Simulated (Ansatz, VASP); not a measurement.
**AlPtO in VASP and in Ansatz**

```
Al O Pt
1.0
     3.33519    0.00000    0.00000
     0.00000    3.32598    0.00000
     0.00000    0.00000    7.06656
Al O Pt
2 2 2
Direct
  0.00000 0.50000 0.12621
  0.50000 0.00000 0.87379
  0.00000 0.00000 0.96412
  0.50000 0.50000 0.03588
  0.00000 0.00000 0.42664
  0.50000 0.50000 0.57336
```

Alike in both runs: functional r2SCAN; k mesh 7 × 7 × 3; no spin polarisation.

Ansatz relaxed the structure, and its values are those at the end. VASP's run is a single point on that final structure, the one shown.

|  | VASP | Ansatz |
| --- | --- | --- |
| version | VASP 6.6.1 | Ansatz 0.2.0 |
| potentials or method | VASP PAW PBE potentials, release 64 (Al, O, Pt), cutoff 520 eV | PAW plane waves |
| occupations | fermi-dirac, width 0.1 eV | fermi-dirac |
| valence electrons in the cell | 38 | 54 |

|  | VASP | Ansatz | Ansatz less VASP |
| --- | --- | --- | --- |
| pressure (GPa) | 3.6 | 3.6 | 0.00 |
| rms of the force components (eV/Å) | 0.012 | 0.001 | -0.0112 |

VASP's potentials were made for PBE, not for r2SCAN. VASP's potentials hold 38 valence electrons a cell and Ansatz's 54, so a difference there can come from the potentials and not from the codes. Ansatz's warnings: stress scf threshold loose.

Neither program's run includes spin-orbit coupling.
